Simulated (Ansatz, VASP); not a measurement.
## In4Ru in VASP and in Ansatz

```
CELL_PARAMETERS angstrom
-2.94467 2.94467 3.76261
2.94467 -2.94467 3.76261
2.94467 2.94467 -3.76261
ATOMIC_POSITIONS crystal
In 0.78127 0.78127 0.56254
In 0.21873 0.21873 0.43746
In 0.21873 0.78127 0.00000
In 0.78127 0.21873 0.00000
Ru 0.50000 0.50000 0.00000
```

Alike in both runs: task relaxation of cell and atoms; functional PBE; k mesh 4 × 4 × 4; occupations gaussian, width 0.2 eV; no spin polarisation.

|  | VASP | Ansatz |
| --- | --- | --- |
| version | VASP 6.6.1 | Ansatz 0.2.0 |
| potentials or method | VASP PAW PBE potentials, release 64 (In_d, Ru_pv), cutoff 600 eV | scalar-relativistic, plane waves, PAW |
| valence electrons in the cell | 66 | 68 |

|  | VASP | Ansatz | Ansatz less VASP |
| --- | --- | --- | --- |
| gap on the k mesh at the Fermi level, each at its own relaxed structure (eV) | none | none | - |
| relaxed volume (Å³/atom) | 26.19 | 26.16 | -0.024 |
| relaxed length of the cell vector where the two differ most in proportion (Å) | 5.564 | 5.564 | -0.0007 |

A gap of «none» marks a metal or a gap that the smearing closes. VASP's potentials hold 66 valence electrons a cell and Ansatz's 68, so a difference there can come from the potentials and not from the codes.

The k mesh is coarse, so the values compare programs but aren't converged.
